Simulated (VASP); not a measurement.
Input of a VASP 6.6.1 run:

INCAR

```
SYSTEM = Ca4AlTl
  ALGO = Fast
  EDIFF = 1E-7
  ENCUT = 520
  GGA = PE
  ISIF = 2
  ISMEAR = 0
  LASPH = .TRUE.
  LCHARG = .TRUE.
  LELF = .TRUE.
  LREAL = .FALSE.
  LVHAR = .TRUE.
  LWAVE = .FALSE.
  NBANDS = 37
  NELM = 60
  PREC = Accurate
  SIGMA = 0.1
```

Contents of KPOINTS:

```
k-points
0
G
  8 8 8
  0 0 0
```

The input POSCAR:

```
Ca4AlTl
1.0
    0.0000000000      4.7418632314      4.7418632314
    4.7418632314      0.0000000000      4.7418632314
    4.7418632314      4.7418632314      0.0000000000
Ca Al Tl
4 1 1
Direct
    0.8741565912      0.3752811363      0.3752811363
    0.3752811363      0.3752811363      0.3752811363
    0.3752811363      0.8741565912      0.3752811363
    0.3752811363      0.3752811363      0.8741565912
    0.7500000000      0.7500000000      0.7500000000
    0.0000000000      0.0000000000      0.0000000000
```

Potentials or basis: VASP PAW PBE potentials, release 64 (Ca_sv, Al, Tl_d).

The run is started by

```bash
$ cat potpaw_PBE.64/Ca_sv/POTCAR potpaw_PBE.64/Al/POTCAR potpaw_PBE.64/Tl_d/POTCAR > POTCAR
$ mpirun -np 1 vasp_std > vasp.out
```

(1) What does it give for the largest force?

(2) Predict the band gap on the k mesh.

Answers

(1) 0.008 eV/Å.

(2) zero (bands 28 and 29 overlap by 0.84 eV).

Caveat: spin-orbit coupling is left out, which moves the levels of the heavy elements.
